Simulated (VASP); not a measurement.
# Ga: single point with r2SCAN

The system is Ga.

```
CELL_PARAMETERS angstrom
0.00000 2.07330 2.07330
2.07330 0.00000 2.07330
2.07330 2.07330 0.00000
ATOMIC_POSITIONS crystal
Ga 0.00000 0.00000 0.00000
```

- Program: VASP 6.6.1
- Task: single point
- Functional: r2SCAN
- Potentials or basis: VASP PAW PBE potentials, release 64 (Ga_d)
- Cutoff: 520 eV
- k mesh: 24 × 24 × 24
- Occupations: gaussian, width 0.1 eV
- Spin: no spin polarisation
- Dipole correction: no
- Further INCAR settings: ALGO = Normal; EDIFF = 1e-06; NBANDS = 12

| Quantity | Value |
| --- | --- |
| Pressure | 0.0 GPa |

Levels at points of the mesh, in eV from the Fermi level:
```tsv
k point	band 4	band 5	band 6	band 7	band 8	band 9
(0.00, 0.00, 0.00)	-15.43	-15.43	-12.19	13.57	13.57	13.57
(0.50, 0.00, 0.00)	-15.31	-15.31	-5.28	-4.59	10.89	10.89
(0.50, 0.50, 0.00)	-15.28	-15.28	-3.09	-2.25	5.31	5.31
```

It took 3.9 min on 1 thread of Intel(R) Xeon(R) Platinum 8488C (Sapphire Rapids), with other jobs on the host, peak memory 0.22 GiB.

Caveat: the PAW data sets were made with another functional, which shifts forces and pressure a little.
